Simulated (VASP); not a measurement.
# Rh (P6_3/mmc) in VASP: further runs, part 2 of 3

VASP 6.6.1.

**3. Single point, PBEsol**

This run uses another cell than the first one, of 14.07 Å³/atom.

Contents of INCAR:

```
  PREC = Accurate
  ENCUT = 520
  EDIFF = 1E-6
  ISMEAR = 0
  SIGMA = 0.15
  LREAL = F
  LASPH = T
  NELM = 80
  ALGO = Fast
  ISIF = 2
  LWAVE = F
  LCHARG = T
  GGA = PS
  LELF = T
  LVHAR = T
  NBANDS = 38
```

Contents of KPOINTS:

```
Automatic mesh
0
Gamma
  18 18 6
```

Contents of POSCAR:

```
Rh
1.0
    2.7291000000      0.0000000000      0.0000000000
   -1.3645500000      2.3634699295      0.0000000000
    0.0000000000      0.0000000000      8.7275109659
Rh
4
Direct
    0.0000000000      0.0000000000      0.0000000000
    0.3333333333      0.6666666667      0.2500000000
    0.0000000000      0.0000000000      0.5000000000
    0.6666666667      0.3333333333      0.7500000000
```

Potentials or basis: VASP PAW PBE potentials, release 64 (Rh_pv).

Started as:

```sh
$ cat potpaw_PBE.64/Rh_pv/POTCAR > POTCAR
$ mpirun -np 1 vasp_std > vasp.out
```

OUTCAR:

```text
PREC = Accurate
   ENCUT = 520
   EDIFF = 1E-6
   ISMEAR = 0
   LREAL = F
   LASPH = T
   NELM = 80
   ISIF = 2
   GGA = PS

 ion  position               nearest neighbor table
   1  0.000  0.000  0.000-   2 2.69   4 2.69   4 2.69   2 2.69   4 2.69   2 2.69
   2  0.333  0.667  0.250-   1 2.69   3 2.69   1 2.69   3 2.69   1 2.69   3 2.69
   3  0.000  0.000  0.500-   2 2.69   4 2.69   4 2.69   2 2.69   4 2.69   2 2.69
   4  0.667  0.333  0.750-   1 2.69   3 2.69   1 2.69   3 2.69   1 2.69   3 2.69

  LATTYP: Found a hexagonal cell.
 ALAT       =     2.7291000000
 C/A-ratio  =     3.1979447312

  Lattice vectors:

 A1 = (   2.7291000000,   0.0000000000,   0.0000000000)
 A2 = (  -1.3645500000,   2.3634699295,   0.0000000000)
 A3 = (   0.0000000000,   0.0000000000,   8.7275109659)

Analysis of symmetry for initial positions (statically):
=====================================================================
 Subroutine PRICEL returns:
 Original cell was already a primitive cell.

 Routine SETGRP: Setting up the symmetry group for a
 hexagonal supercell.

 Subroutine GETGRP returns: Found 24 space group operations
 (whereof 12 operations were pure point group operations)
 out of a pool of 24 trial point group operations.

The static configuration has the point symmetry D_3d.
 The point group associated with its full space group is D_6h.

Analysis of symmetry for dynamics (positions and initial velocities):
=====================================================================
 Subroutine PRICEL returns:
 Original cell was already a primitive cell.

 Routine SETGRP: Setting up the symmetry group for a
 hexagonal supercell.

 Subroutine GETGRP returns: Found 24 space group operations
 (whereof 12 operations were pure point group operations)
[... 116 lines left out ...]
   TEBEG  =    0.0;   TEEND  =   0.0 temperature during run
   PSTRESS=    0.0 pullay stress
   NELECT =      60.0000    total number of electrons
   NUPDOWN=      -1.0000    fix difference up-down
   EMIN   =  10.00;   EMAX   =-10.00  energy-range for DOS
   EFERMI =   0.00;   METHOD = LEGACY
   ISMEAR =     0;   SIGMA  =   0.15  broadening in eV -4-tet -1-fermi 0-gaus
   EFERMI_NEDOS =   21; number of points for ismear=-14 and -15
   IALGO  =     68    algorithm
   IMIX   =      4    mixing-type and parameters
     AMIX     =   0.40;   BMIX     =  1.00
     AMIX_MAG =   1.60;   BMIX_MAG =  1.00
  volume/ion in A,a.u.               =      14.07        94.97
  Fermi-wavevector in a.u.,A,eV,Ry     =   1.672266  3.160124 38.048317  2.796472
  Thomas-Fermi vector in A             =   2.757443
   LORBIT       =      0    0 simple, 1 ext, 2 COOP (PROOUT), +10 PAW based schemes
   GGA     = PS    functional components
   LHFCALC =     F    Hartree Fock is set to
   AEXX    =    0.0000 exact exchange contribution
   IVDW    =     0    specifies the selected vdW correction
   LEPSILON=     F    determine dielectric tensor
   LRPA    =     F    only Hartree local field effects (RPA)
 non-spin polarized calculation
 RMM-DIIS sequential band-by-band and
 Gauss-broadening in eV      SIGMA  =   0.15
  energy-cutoff  :      520.00
  volume of cell :       56.29
 maximum number of plane-waves:      1546
   NGX = 11   NGY = 11   NGZ = 33

 number of electron      59.9999983 magnetization

 Free energy of the ion-electron system (eV)
  ---------------------------------------------------
  ext. energy  EPLUGINS =         0.00000000
  ---------------------------------------------------
  free energy    TOTEN  =       -32.41573566 eV

  energy without entropy =      -32.34923596  energy(sigma->0) =      -32.38248581

 E-fermi :  11.3638     XC(G=0): -14.0673

 val. band max:       11.3622781349   @ k =   0.2222  -0.0000   0.3333
 cond. band min:      11.3696635420   @ k =   0.3333  -0.0000   0.3333
 fundamental gap:      0.0073854071
 Fermi energy:        11.3637666504

 k-point     1 :       0.0000    0.0000    0.0000
  band No.  band energies     occupation
      1     -35.6719      2.00000
      2     -35.3217      2.00000
      3     -35.3200      2.00000
      4     -35.0644      2.00000
      5     -35.0644      2.00000
      6     -35.0225      2.00000
[... 973 lines left out ...]
     37      20.5200      0.00000
     38      20.5632      0.00000

 [... further k-points ...]
[... 5 lines left out ...]
  --------------------------------------------------------------------------------------
  -------------------------------------------------------------------------------------
  Total       -4.3310175     -4.3310175     -2.2306716      0.0000000      0.0000000      0.0000000
  in kB     -123.2652292   -123.2652292    -63.4872157      0.0000000      0.0000000      0.0000000
  external PRESSURE =    -103.3392247 kB  Pullay stress =       0.0000000 kB

 VOLUME and BASIS-vectors are now :
 -----------------------------------------------------------------------------
  energy-cutoff  :      520.00
  volume of cell :       56.29
      direct lattice vectors                 reciprocal lattice vectors
     2.729100000  0.000000000  0.000000000     0.366421164  0.211553358  0.000000000
    -1.364550000  2.363469929  0.000000000     0.000000000  0.423106716  0.000000000
     0.000000000  0.000000000  8.727510966     0.000000000  0.000000000  0.114580206

 POSITION                                       TOTAL-FORCE (eV/Angst)
 -----------------------------------------------------------------------------------
      0.00000      0.00000      0.00000         0.000000      0.000000     -0.000000
     -0.00000      1.57565      2.18188         0.000000     -0.000000      0.000000
      0.00000      0.00000      4.36376        -0.000000      0.000000     -0.000000
      1.36455      0.78782      6.54563        -0.000000      0.000000      0.000000
 -----------------------------------------------------------------------------------
    total drift:                                0.000000     -0.000000      0.000000

  FREE ENERGIE OF THE ION-ELECTRON SYSTEM (eV)
  ---------------------------------------------------
  free  energy   TOTEN  =       -32.4157356631 eV

  energy  without entropy=      -32.3492359590  energy(sigma->0) =      -32.38248581
```

stdout:

```text
POSCAR found type information on POSCAR Rh
 POSCAR found :  1 types and       4 ions
 scaLAPACK will be used
 -----------------------------------------------------------------------------
|                                                                             |
|                                                                             |
|     You enforced a specific xc type in the INCAR file but a different       |
|     I HOPE YOU KNOW WHAT YOU ARE DOING!                                     |
|                                                                             |
 -----------------------------------------------------------------------------

 LDA part: xc-table for (Slater+PW92), standard interpolation
 POSCAR, INCAR and KPOINTS ok, starting setup
 FFT: planning ... GRIDC
 FFT: planning ... GRID_SOFT
 FFT: planning ... GRID
 WAVECAR not read
 entering main loop
```

Run time: 3.9 min. Hardware: 1 thread of Intel Xeon Platinum 8488C (Sapphire Rapids), shared host; peak memory 0.32 GiB.

What came out:

* Free energy: -32.4157 eV
* Pressure: -10.3 GPa
* Band gap on the k mesh: zero (bands 30 and 31 overlap by 1.88 eV)

Caveat: the stress differs along the axes, from -12 to -6 GPa; the PAW data sets were made with another functional, which shifts forces and pressure a little.

**4. Single point, PBEsol**

This run uses another cell than the first one, of 14.17 Å³/atom.

Contents of INCAR:

```
  ALGO = Fast
  EDIFF = 1E-6
  ENCUT = 520
  GGA = PS
  ISIF = 2
  ISMEAR = 0
  LASPH = True
  LCHARG = True
  LELF = True
  LREAL = False
  LVHAR = True
  LWAVE = False
  NBANDS = 38
  NELM = 80
  PREC = Accurate
  SIGMA = 0.15
```

Contents of KPOINTS:

```
k-points
0
Gamma
  18 18 6
```

Contents of POSCAR:

```
Rh
1.0
    2.7023000000      0.0000000000      0.0000000000
   -1.3511500000      2.3402604486      0.0000000000
    0.0000000000      0.0000000000      8.9602000000
Rh
4
Direct
    0.0000000000      0.0000000000      0.0000000000
    0.3333333333      0.6666666667      0.2500000000
    0.0000000000      0.0000000000      0.5000000000
    0.6666666667      0.3333333333      0.7500000000
```

Potentials or basis: VASP PAW PBE potentials, release 64 (Rh_pv).

Started as:

```sh
$ cat potpaw_PBE.64/Rh_pv/POTCAR > POTCAR
$ mpirun -np 1 vasp_std > vasp.out
```

OUTCAR:

```text
EDIFF = 1E-6
   ENCUT = 520
   GGA = PS
   ISIF = 2
   ISMEAR = 0
   LASPH = True
   LREAL = False
   NELM = 80
   PREC = Accurate

 ion  position               nearest neighbor table
   1  0.000  0.000  0.000-   2 2.73   4 2.73   2 2.73   4 2.73   4 2.73   2 2.73
   2  0.333  0.667  0.250-   1 2.73   3 2.73   1 2.73   3 2.73   1 2.73   3 2.73
   3  0.000  0.000  0.500-   2 2.73   4 2.73   2 2.73   4 2.73   4 2.73   2 2.73
   4  0.667  0.333  0.750-   1 2.73   3 2.73   1 2.73   3 2.73   1 2.73   3 2.73

[... 1181 lines left out ...]
     38      20.4524      0.00000

 [... further k-points ...]
[... 5 lines left out ...]
  --------------------------------------------------------------------------------------
  -------------------------------------------------------------------------------------
  Total       -3.6102676     -3.6102676     -5.4355748      0.0000000      0.0000000     -0.0000000
  in kB     -102.0785549   -102.0785549   -153.6882263      0.0000000      0.0000000     -0.0000000
  external PRESSURE =    -119.2817787 kB  Pullay stress =       0.0000000 kB

 VOLUME and BASIS-vectors are now :
 -----------------------------------------------------------------------------
  energy-cutoff  :      520.00
  volume of cell :       56.67
      direct lattice vectors                 reciprocal lattice vectors
     2.702300000  0.000000000  0.000000000     0.370055138  0.213651434  0.000000000
    -1.351150000  2.340260449  0.000000000     0.000000000  0.427302867  0.000000000
     0.000000000  0.000000000  8.960200000     0.000000000  0.000000000  0.111604652

 POSITION                                       TOTAL-FORCE (eV/Angst)
 -----------------------------------------------------------------------------------
      0.00000      0.00000      0.00000         0.000000      0.000000      0.000000
     -0.00000      1.56017      2.24005         0.000000     -0.000000     -0.000000
      0.00000      0.00000      4.48010         0.000000      0.000000      0.000000
      1.35115      0.78009      6.72015        -0.000000      0.000000      0.000000
 -----------------------------------------------------------------------------------
    total drift:                                0.000000     -0.000000      0.000000

  FREE ENERGIE OF THE ION-ELECTRON SYSTEM (eV)
  ---------------------------------------------------
  free  energy   TOTEN  =       -32.3931388283 eV

  energy  without entropy=      -32.3262073420  energy(sigma->0) =      -32.35967309
```

Wall time 4.5 min (1 thread of Intel Xeon Platinum 8488C (Sapphire Rapids), shared host); peak memory 0.32 GiB.

What came out:

```yaml
Free_energy: -32.3931 eV
Pressure: -11.9 GPa
Band_gap_on_the_k_mesh: zero (bands 30 and 31 overlap by 1.92 eV)
```

Stress tensor (GPa, compression positive):
```
-10.21   0.00   0.00
  0.00 -10.21   0.00
  0.00   0.00 -15.37
```

Caveat: the stress differs along the axes, from -15 to -10 GPa; the PAW data sets were made with another functional, which shifts forces and pressure a little.

**5. Single point, PBEsol**

This run uses another cell than the first one, of 14.25 Å³/atom.

Contents of INCAR:

```
SYSTEM = Rh
ALGO     = Fast           ! electronic algorithm
EDIFF    = 1E-6           ! SCF threshold, eV
ENCUT    = 520            ! plane-wave cutoff, eV
GGA      = PS             ! functional
ISIF     = 2              ! what is computed and relaxed
ISMEAR   = 0              ! smearing method
LASPH    = .True.         ! aspherical terms in the spheres
LCHARG   = .True.         ! write CHGCAR
LELF     = .True.         ! ELF
LREAL    = .False.        ! projectors in reciprocal space
LVHAR    = .True.       
LWAVE    = .False.        ! write WAVECAR
NBANDS   = 38             ! bands
NELM     = 60             ! most SCF steps
PREC     = Accurate       ! precision mode
SIGMA    = 0.15           ! smearing width, eV
```

Contents of KPOINTS:

```
k-points
0
Gamma
  18 18 6
  0 0 0
```

Contents of POSCAR:

```
Rh
1.0
    2.6755648908      0.0000000000      0.0000000000
   -1.3377824454      2.3171071649      0.0000000000
    0.0000000000      0.0000000000      9.1930000000
Rh
4
Direct
    0.0000000000      0.0000000000      0.0000000000
    0.3333333333      0.6666666667      0.2500000000
    0.0000000000      0.0000000000      0.5000000000
    0.6666666667      0.3333333333      0.7500000000
```

Potentials or basis: VASP PAW PBE potentials, release 64 (Rh_pv).

Started as:

```sh
$ cat potpaw_PBE.64/Rh_pv/POTCAR > POTCAR
$ mpirun -np 1 vasp_std > vasp.out
```

OUTCAR:

```text
SYSTEM = Rh
   EDIFF = 1E-6
   ENCUT = 520
   GGA = PS
   ISIF = 2
   ISMEAR = 0
   LASPH = .True.
   LREAL = .False.
   NELM = 60
   PREC = Accurate

 ion  position               nearest neighbor table
   1  0.000  0.000  0.000-   2 2.77   4 2.77   2 2.77   4 2.77   4 2.77   2 2.77
   2  0.333  0.667  0.250-   1 2.77   3 2.77   1 2.77   3 2.77   1 2.77   3 2.77
   3  0.000  0.000  0.500-   2 2.77   4 2.77   2 2.77   4 2.77   4 2.77   2 2.77
   4  0.667  0.333  0.750-   1 2.77   3 2.77   1 2.77   3 2.77   1 2.77   3 2.77

  LATTYP: Found a hexagonal cell.
 ALAT       =     2.6755648908
 C/A-ratio  =     3.4359099387

  Lattice vectors:

 A1 = (   2.6755648908,   0.0000000000,   0.0000000000)
 A2 = (  -1.3377824454,   2.3171071649,   0.0000000000)
 A3 = (   0.0000000000,   0.0000000000,   9.1930000000)

Analysis of symmetry for initial positions (statically):
=====================================================================
 Subroutine PRICEL returns:
 Original cell was already a primitive cell.

 Routine SETGRP: Setting up the symmetry group for a
 hexagonal supercell.

 Subroutine GETGRP returns: Found 24 space group operations
 (whereof 12 operations were pure point group operations)
 out of a pool of 24 trial point group operations.

The static configuration has the point symmetry D_3d.
 The point group associated with its full space group is D_6h.

Analysis of symmetry for dynamics (positions and initial velocities):
=====================================================================
 Subroutine PRICEL returns:
 Original cell was already a primitive cell.

 Routine SETGRP: Setting up the symmetry group for a
 hexagonal supercell.

 Subroutine GETGRP returns: Found 24 space group operations
 (whereof 12 operations were pure point group operations)
 out of a pool of 24 trial point group operations.

The dynamic configuration has the point symmetry D_3d.
[... 118 lines left out ...]
   EFERMI =   0.00;   METHOD = LEGACY
   ISMEAR =     0;   SIGMA  =   0.15  broadening in eV -4-tet -1-fermi 0-gaus
   EFERMI_NEDOS =   21; number of points for ismear=-14 and -15
   IALGO  =     68    algorithm
   IMIX   =      4    mixing-type and parameters
     AMIX     =   0.40;   BMIX     =  1.00
     AMIX_MAG =   1.60;   BMIX_MAG =  1.00
  volume/ion in A,a.u.               =      14.25        96.15
  Fermi-wavevector in a.u.,A,eV,Ry     =   1.665402  3.147153 37.736605  2.773562
  Thomas-Fermi vector in A             =   2.751778
   LORBIT       =      0    0 simple, 1 ext, 2 COOP (PROOUT), +10 PAW based schemes
   GGA     = PS    functional components
   LHFCALC =     F    Hartree Fock is set to
   AEXX    =    0.0000 exact exchange contribution
   IVDW    =     0    specifies the selected vdW correction
   LEPSILON=     F    determine dielectric tensor
   LRPA    =     F    only Hartree local field effects (RPA)
 non-spin polarized calculation
 RMM-DIIS sequential band-by-band and
 Gauss-broadening in eV      SIGMA  =   0.15
  energy-cutoff  :      520.00
  volume of cell :       56.99
 maximum number of plane-waves:      1566
 NGX is ok and might be reduce to    20
   NGX =  9   NGY =  9   NGZ = 35

 number of electron      59.9999997 magnetization

 Free energy of the ion-electron system (eV)
  ---------------------------------------------------
  ext. energy  EPLUGINS =         0.00000000
  ---------------------------------------------------
  free energy    TOTEN  =       -32.27971705 eV

  energy without entropy =      -32.21255905  energy(sigma->0) =      -32.24613805

 E-fermi :  11.1226     XC(G=0): -13.9858

 val. band max:       11.1212745829   @ k =   0.1667   0.1667   0.3333
 cond. band min:      11.1300657154   @ k =   0.3889   0.1667   0.3333
 fundamental gap:      0.0087911325
 Fermi energy:        11.1225585367

 k-point     1 :       0.0000    0.0000    0.0000
  band No.  band energies     occupation
      1     -35.7225      2.00000
      2     -35.4479      2.00000
      3     -35.4388      2.00000
      4     -35.2157      2.00000
      5     -35.2157      2.00000
      6     -35.1875      2.00000
[... 973 lines left out ...]
     37      20.2899      0.00000
     38      20.3857      0.00000

 [... further k-points ...]
[... 5 lines left out ...]
  --------------------------------------------------------------------------------------
  -------------------------------------------------------------------------------------
  Total       -2.5827645     -2.5827645     -8.2006491      0.0000000      0.0000000      0.0000000
  in kB      -72.6066697    -72.6066697   -230.5366303      0.0000000      0.0000000      0.0000000
  external PRESSURE =    -125.2499899 kB  Pullay stress =       0.0000000 kB

 VOLUME and BASIS-vectors are now :
 -----------------------------------------------------------------------------
  energy-cutoff  :      520.00
  volume of cell :       56.99
      direct lattice vectors                 reciprocal lattice vectors
     2.675564891  0.000000000  0.000000000     0.373752849  0.215786308  0.000000000
    -1.337782445  2.317107165  0.000000000     0.000000000  0.431572616  0.000000000
     0.000000000  0.000000000  9.193000000     0.000000000  0.000000000  0.108778418

 POSITION                                       TOTAL-FORCE (eV/Angst)
 -----------------------------------------------------------------------------------
      0.00000      0.00000      0.00000        -0.000000     -0.000000      0.000000
     -0.00000      1.54474      2.29825         0.000000     -0.000000      0.000000
      0.00000      0.00000      4.59650        -0.000000     -0.000000      0.000000
      1.33778      0.77237      6.89475        -0.000000      0.000000     -0.000000
 -----------------------------------------------------------------------------------
    total drift:                                0.000000     -0.000000      0.000000

  FREE ENERGIE OF THE ION-ELECTRON SYSTEM (eV)
  ---------------------------------------------------
  free  energy   TOTEN  =       -32.2797170487 eV

  energy  without entropy=      -32.2125590499  energy(sigma->0) =      -32.24613805
```

Wall time 3.8 min (1 thread of Intel Xeon Platinum 8488C (Sapphire Rapids), shared host); peak memory 0.32 GiB.

Results:

```yaml
Free_energy: -32.2797 eV
Pressure: -12.5 GPa
Band_gap_on_the_k_mesh: zero (bands 30 and 31 overlap by 1.94 eV)
```

Levels at points of the mesh, in eV from the Fermi level:
| k point | band 27 | band 28 | band 29 | band 30 | band 31 | band 32 | band 33 | band 34 |
| --- | --- | --- | --- | --- | --- | --- | --- | --- |
| (0.00, 0.00, 0.00) | -2.53 | -1.15 | -1.15 | -0.60 | -0.60 | -0.29 | -0.29 | 0.21 |
| (0.50, 0.00, 0.00) | 0.47 | 0.76 | 0.78 | 0.84 | 0.88 | 0.95 | 1.33 | 2.26 |
| (0.00, 0.00, 0.50) | -1.43 | -1.43 | -0.92 | -0.92 | -0.92 | -0.92 | 0.10 | 0.10 |
| (0.50, 0.00, 0.50) | -0.11 | -0.11 | 0.78 | 0.78 | 0.93 | 0.93 | 2.82 | 2.82 |

Caveat: the stress differs along the axes, from -23 to -7 GPa; the PAW data sets were made with another functional, which shifts forces and pressure a little.

(Part 2 of 3 ends here.)
